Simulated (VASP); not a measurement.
Ru, 2 atoms in the cell. Symmetry: P2_1/m, No. 11, monoclinic system. Conventional cell: a = 2.690 Å, b = 4.252 Å, c = 2.690 Å, α = 90.00°, β = 120.00°, γ = 90.00°. Ru (site symmetry m) has 12 Ru at 2.58 to 2.69 Å within 3.4 Å.  This cell differs from its parent crystal: atoms displaced along a vibrational mode.

```yaml
Program: VASP 6.6.1
Task: single point
Functional: PBEsol
Potentials_or_basis: VASP PAW PBE potentials, release 64 (Ru_pv)
Cutoff: 520 eV
k_mesh: 24 × 24 × 14
Occupations: gaussian, width 0.15 eV
Spin: no spin polarisation
Dipole_correction: no
Further_INCAR_settings: ALGO = Fast; EDIFF = 1e-06; NBANDS = 21
```

Potentials or basis: VASP PAW PBE potentials, release 64 (Ru_pv).

Command:

```bash
$ cat potpaw_PBE.64/Ru_pv/POTCAR > POTCAR
$ mpirun -np 1 vasp_std > vasp.out
```

Hardware: 1 thread of Intel(R) Xeon(R) 6975P-C (Granite Rapids), on a shared host.

Q: How long does it take, and how much memory?

A: Wall time 6.8 min on 1 thread of Intel(R) Xeon(R) 6975P-C (Granite Rapids), on a shared host, peak memory 1 GiB. Counts: scf iterations 14, k points 2320.
